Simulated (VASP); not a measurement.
# ZnS (P3m1) in VASP: notebook

Runs on ZnS. Level: PBE. Tasks: single point.

Program: VASP 6.6.1. These are calculated values, not measurements. Logs are shortened: lines on timing, memory, paths and dates and some standing lists are left out, and cuts for length are marked.

## (1) The cell of the first run

It takes space group P3m1 (No. 156, trigonal). The conventional cell has a = 3.811 Å, b = 3.811 Å, c = 6.234 Å, α = 90.00°, β = 90.00°, γ = 120.00°. Zn (site symmetry 3m) has 4 S at 2.31 to 2.85 Å within 3.1 Å. Zn (site symmetry 3m) has 4 S at 2.22 to 2.40 Å within 2.9 Å. Within 2.9 Å of S (site symmetry 3m) lie 4 Zn at 2.22 to 2.85 Å. S (site symmetry 3m) has 4 Zn at 2.31 to 2.40 Å within 3.1 Å.

## (2) Single point, PBE (atom 3 (S) moved +0.450 Å along Cartesian [0 0 1])

INCAR

```
PREC = Accurate
ENCUT = 520
EDIFF = 1E-6
ISMEAR = 0
SIGMA = 0.05
LREAL = F
LASPH = T
NELM = 60
ALGO = Normal
ISIF = 2
LWAVE = F
LCHARG = F
GGA = PE
NBANDS = 26
```

KPOINTS

```
regular mesh
0
Gamma
  12 12 6
```

POSCAR

```
ZnS
1.0
    3.8109987816      0.0000000000      0.0000000000
   -1.9054993908      3.3004217586      0.0000000000
    0.0000000000      0.0000000000      6.2340000000
Zn S
2 2
Direct
    0.3333333333      0.6666666667      0.0000000000
    0.6666666667      0.3333333333      0.5000000000
    0.3333333333      0.6666666667      0.4571847931
    0.6666666667      0.3333333333      0.8850000000
```

Potentials or basis: VASP PAW PBE potentials, release 64 (Zn, S).

Run with:

```console
cat potpaw_PBE.64/Zn/POTCAR potpaw_PBE.64/S/POTCAR > POTCAR
mpirun -np 1 vasp_std > vasp.out
```

OUTCAR:

```text
PREC = Accurate
   ENCUT = 520
   EDIFF = 1E-6
   ISMEAR = 0
   LREAL = F
   LASPH = T
   NELM = 60
   ISIF = 2
   GGA = PE

 ion  position               nearest neighbor table
   1  0.333  0.667  0.000-   4 2.31   4 2.31   4 2.31   3 2.85
   2  0.667  0.333  0.500-   3 2.22   3 2.22   3 2.22   4 2.40
   3  0.333  0.667  0.457-   2 2.22   2 2.22   2 2.22   1 2.85
   4  0.667  0.333  0.885-   1 2.31   1 2.31   1 2.31   2 2.40

  LATTYP: Found a hexagonal cell.
 ALAT       =     3.8109987816
 C/A-ratio  =     1.6357916539

  Lattice vectors:

 A1 = (   3.8109987816,   0.0000000000,   0.0000000000)
 A2 = (  -1.9054993908,   3.3004217586,   0.0000000000)
 A3 = (   0.0000000000,   0.0000000000,   6.2340000000)

Analysis of symmetry for initial positions (statically):
=====================================================================
 Subroutine PRICEL returns:
 Original cell was already a primitive cell.

 Routine SETGRP: Setting up the symmetry group for a
 hexagonal supercell.

 Subroutine GETGRP returns: Found  6 space group operations
 (whereof  6 operations were pure point group operations)
 out of a pool of 24 trial point group operations.

The static configuration has the point symmetry C_3v.

Analysis of symmetry for dynamics (positions and initial velocities):
=====================================================================
 Subroutine PRICEL returns:
 Original cell was already a primitive cell.

 Routine SETGRP: Setting up the symmetry group for a
 hexagonal supercell.

 Subroutine GETGRP returns: Found  6 space group operations
 (whereof  6 operations were pure point group operations)
 out of a pool of 24 trial point group operations.

The dynamic configuration has the point symmetry C_3v.

 Subroutine INISYM returns: Found  6 space group operations
 (whereof  6 operations are pure point group operations),
 and found     1 'primitive' translations

----------------------------------------------------------------------------------------

                                     Primitive cell

  volume of cell :      78.4106

  direct lattice vectors                    reciprocal lattice vectors
     3.810998782  0.000000000  0.000000000     0.262398405  0.151495789  0.000000000
    -1.905499391  3.300421759  0.000000000     0.000000000  0.302991579  0.000000000
     0.000000000  0.000000000  6.234000000     0.000000000  0.000000000  0.160410651
[... 81 lines left out ...]
   ICHARG =      2    charge: 1-file 2-atom 10-const
   ISPIN  =      1    spin polarized calculation?
   LNONCOLLINEAR =      F non collinear calculations
   LSORBIT =      F    spin-orbit coupling
   LASPH  =      T    aspherical Exc in radial PAW
   ENCUT  =  520.0 eV  38.22 Ry    6.18 a.u.   7.09  7.09 11.59*2*pi/ulx,y,z
   NELM   =     60;   NELMIN=  2; NELMDL= -5     # of ELM steps
   EDIFF  = 0.1E-05   stopping-criterion for ELM
   LREAL  =      F    real-space projection
   EDIFFG = 0.1E-04   stopping-criterion for IOM
   NSW    =      0    number of steps for IOM
   IBRION =     -1    ionic relax: 0-MD 1-quasi-New 2-CG
   NFREE  =      0    steps in history (QN), initial steepest desc. (CG)
   ISIF   =      2    stress and relaxation
   ISYM   =      2    0-nonsym 1-usesym 2-fastsym
   POTIM  = 0.5000    time-step for ionic-motion
   TEBEG  =    0.0;   TEEND  =   0.0 temperature during run
   PSTRESS=    0.0 pullay stress
   NELECT =      36.0000    total number of electrons
   NUPDOWN=      -1.0000    fix difference up-down
   EMIN   =  10.00;   EMAX   =-10.00  energy-range for DOS
   EFERMI =   0.00;   METHOD = LEGACY
   ISMEAR =     0;   SIGMA  =   0.05  broadening in eV -4-tet -1-fermi 0-gaus
   EFERMI_NEDOS =   21; number of points for ismear=-14 and -15
   IALGO  =     38    algorithm
   IMIX   =      4    mixing-type and parameters
     AMIX     =   0.40;   BMIX     =  1.00
     AMIX_MAG =   1.60;   BMIX_MAG =  1.00
  volume/ion in A,a.u.               =      19.60       132.29
  Fermi-wavevector in a.u.,A,eV,Ry     =   1.262944  2.386617 21.701656  1.595027
  Thomas-Fermi vector in A             =   2.396326
   LORBIT       =      0    0 simple, 1 ext, 2 COOP (PROOUT), +10 PAW based schemes
   GGA     = PE    functional components
   LHFCALC =     F    Hartree Fock is set to
   AEXX    =    0.0000 exact exchange contribution
   IVDW    =     0    specifies the selected vdW correction
   LEPSILON=     F    determine dielectric tensor
   LRPA    =     F    only Hartree local field effects (RPA)
 non-spin polarized calculation
 Gauss-broadening in eV      SIGMA  =   0.05
  energy-cutoff  :      520.00
  volume of cell :       78.41
 maximum number of plane-waves:      2133
   NGX = 15   NGY = 15   NGZ = 23

 number of electron      35.9999977 magnetization

 Free energy of the ion-electron system (eV)
  ---------------------------------------------------
  ext. energy  EPLUGINS =         0.00000000
  ---------------------------------------------------
  free energy    TOTEN  =       -13.00719306 eV

  energy without entropy =      -13.00719306  energy(sigma->0) =      -13.00719306

 E-fermi :   2.4178     XC(G=0):  -9.6414

 val. band max:        2.1590677641   @ k =   0.0833   0.0833   0.0000
 cond. band min:       4.3602647809   @ k =   0.0000   0.0000   0.0000
 fundamental gap:      2.2011970167
 Fermi energy:         2.4178406466

 k-point     1 :       0.0000    0.0000    0.0000
  band No.  band energies     occupation
      1     -11.1722      2.00000
      2     -10.1320      2.00000
      3      -4.5532      2.00000
      4      -4.5532      2.00000
      5      -4.2000      2.00000
      6      -4.2000      2.00000
[... 685 lines left out ...]
     25      10.3095      0.00000
     26      11.0047      0.00000

 [... further k-points ...]
[... 5 lines left out ...]
  --------------------------------------------------------------------------------------
  -------------------------------------------------------------------------------------
  Total        3.4900606      3.4900606      1.0113600      0.0000000      0.0000000      0.0000000
  in kB       71.3129661     71.3129661     20.6652813      0.0000000      0.0000000      0.0000000
  external PRESSURE =      54.4304045 kB  Pullay stress =       0.0000000 kB

 VOLUME and BASIS-vectors are now :
 -----------------------------------------------------------------------------
  energy-cutoff  :      520.00
  volume of cell :       78.41
      direct lattice vectors                 reciprocal lattice vectors
     3.810998782  0.000000000  0.000000000     0.262398405  0.151495789  0.000000000
    -1.905499391  3.300421759  0.000000000     0.000000000  0.302991579  0.000000000
     0.000000000  0.000000000  6.234000000     0.000000000  0.000000000  0.160410651

 POSITION                                       TOTAL-FORCE (eV/Angst)
 -----------------------------------------------------------------------------------
     -0.00000      2.20028      0.00000         0.000000     -0.000000      0.456454
      1.90550      1.10014      3.11700        -0.000000      0.000000      0.361711
     -0.00000      2.20028      2.85009         0.000000      0.000000     -2.041396
      1.90550      1.10014      5.51709         0.000000      0.000000      1.223231
 -----------------------------------------------------------------------------------
    total drift:                               -0.000002      0.000001      0.000275

  FREE ENERGIE OF THE ION-ELECTRON SYSTEM (eV)
  ---------------------------------------------------
  free  energy   TOTEN  =       -13.0071930649 eV

  energy  without entropy=      -13.0071930649  energy(sigma->0) =      -13.00719306
```

Run time: 3.7 min. Hardware: 1 thread of Intel Xeon 6975P-C, shared host; peak memory 0.3 GiB.

Results:

| Item | Value |
| --- | --- |
| Free energy | -13.0072 eV |
| Pressure | 5.4 GPa |
| Largest force | 2.041 eV/Å |
| Band gap on the k mesh | 2.20 eV, indirect (least direct gap 2.23 eV) |

Forces on the atoms (eV/Å):
```
Zn   0.000  0.000  0.456
Zn   0.000  0.000  0.362
S    0.000  0.000 -2.041
S    0.000  0.000  1.223
```

Caveat: the cell differs from its parent crystal (atom 3 (S) moved +0.450 Å along Cartesian [0 0 1]); forces of over 1 eV/Å act on the atoms, so gaps and moduli don't describe the material at rest. A k mesh can miss the band edges.

## (3) Single point, PBE (atom 3 (S) moved -0.300 Å along Cartesian [0 0 1])

INCAR

```
ALGO = Normal
EDIFF = 1E-6
ENCUT = 520
GGA = PE
ISIF = 2
ISMEAR = 0
LASPH = T
LCHARG = F
LREAL = F
LWAVE = F
NBANDS = 26
NELM = 80
PREC = Accurate
SIGMA = 0.05
```

KPOINTS

```
k-points
0
Gamma
  12 12 6
```

Changes to POSCAR since step 2:

```diff
@@ -10,3 +10,3 @@
     0.6666666667      0.3333333333      0.5000000000
-    0.3333333333      0.6666666667      0.4571847931
+    0.3333333333      0.6666666667      0.3368768046
     0.6666666667      0.3333333333      0.8850000000
```

Potentials or basis: VASP PAW PBE potentials, release 64 (Zn, S).

Run with:

```console
cat potpaw_PBE.64/Zn/POTCAR potpaw_PBE.64/S/POTCAR > POTCAR
mpirun -np 1 vasp_std > vasp.out
```

It took 3.9 min on 1 thread of Intel Xeon 6975P-C, shared host; peak memory 0.3 GiB.

The run converged. Its results:

```yaml
Free_energy: -13.2638 eV
Pressure: 4.0 GPa
Largest_force: 3.500 eV/Å
Band_gap_on_the_k_mesh: 2.04 eV, direct
```

Forces on the atoms (eV/Å):
```
Zn   0.000  0.000 -1.849
Zn   0.000  0.000 -0.253
S    0.000  0.000  3.500
S    0.000  0.000 -1.398
```

Stress tensor (GPa, compression positive):
```
1.54 0.00 0.00
0.00 1.54 0.00
0.00 0.00 8.92
```

Levels at points of the mesh, in eV from the valence-band top:
```tsv
k point	band 14	band 15	band 16	band 17	band 18	band 19	band 20	band 21	band 22	band 23
(0.00, 0.00, 0.00)	-1.06	-1.06	-0.23	0.00	0.00	2.04	3.20	6.22	6.22	6.44
(0.50, 0.00, 0.00)	-3.94	-3.42	-2.39	-1.84	-0.74	3.50	4.17	4.94	6.56	7.46
(0.00, 0.00, 0.50)	-2.78	-0.77	-0.77	-0.34	-0.34	3.43	3.74	5.62	6.53	6.53
(0.50, 0.00, 0.50)	-4.58	-1.97	-1.88	-1.58	-1.28	3.07	3.67	4.83	5.66	8.20
```

Caveat: the cell differs from its parent crystal (atom 3 (S) moved -0.300 Å along Cartesian [0 0 1]); forces of over 1 eV/Å act on the atoms, so gaps and moduli don't describe the material at rest. A k mesh can miss the band edges.
